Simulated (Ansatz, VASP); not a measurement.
**Two plane-wave programs on NaF**

Contents of POSCAR:

```
NaF
1.0
    0.0000000000      2.5056913227      2.5056913227
    2.5056913227      0.0000000000      2.5056913227
    2.5056913227      2.5056913227      0.0000000000
Na F
1 1
Direct
    0.0000000000      0.0000000000      0.0000000000
    0.2500000000      0.2500000000      0.2500000000
```

Contents of INCAR.step1:

```
PREC = Accurate ; ENCUT = 520
ISMEAR = 0 ; SIGMA = 0.01
LREAL = F ; LASPH = T
NELM = 100 ; NBANDS = 14
GGA = PE ; ALGO = Normal
EDIFF = 1E-4 ; LWAVE = T
LCHARG = F
```

File INCAR.step2:

```
PREC = Accurate ; ENCUT = 520
EDIFF = 1E-6 ; ISMEAR = 0
SIGMA = 0.01 ; LREAL = F
LASPH = T ; NELM = 100
ALGO = Normal ; ISIF = 2
LWAVE = F ; LCHARG = F
METAGGA = R2SCAN ; LMIXTAU = T
NBANDS = 14 ; ISTART = 1
```

KPOINTS

```
Automatic mesh
0
Gamma
  8 8 8
```

Input for Ansatz:

```yaml
crystal:
  lattice:
    - [0.0, 2.5056913227, 2.5056913227]
    - [2.5056913227, 0.0, 2.5056913227]
    - [2.5056913227, 2.5056913227, 0.0]
  atoms:
    - { symbol: Na, position: [0.0, 0.0, 0.0] }
    - { symbol: F, position: [0.25, 0.25, 0.25] }
kpoints:
  mp_grid: { grid: [8, 8, 8] }
hamiltonian:
  xc: r2scan
scf:
  occupations: { method: fixed }
  n_extra_bands: 4
output:
  forces: true
  stress: true
  eigenvalues: true
```

Alike in both runs: task single point; functional r2SCAN; k mesh 8 × 8 × 8; no spin polarisation.

|  | VASP | Ansatz |
| --- | --- | --- |
| version | VASP 6.6.1 | Ansatz 0.2.0 |
| potentials or method | VASP PAW PBE potentials, release 64 (Na_pv, F) | plane waves, PAW |
| plane-wave cutoff (eV) | 520 | 500 |
| occupations | gaussian, width 0.01 eV | fixed |
| valence electrons in the cell | 14 | 16 |

```csv
,VASP,Ansatz,Ansatz less VASP
gap on the k mesh at the Fermi level (eV),6.38,6.36,-0.017
pressure (GPa),0.9,1.2,+0.35
```

VASP's potentials were made for PBE, not for r2SCAN. VASP's potentials hold 14 valence electrons a cell and Ansatz's 16, so a difference there can come from the potentials and not from the codes.
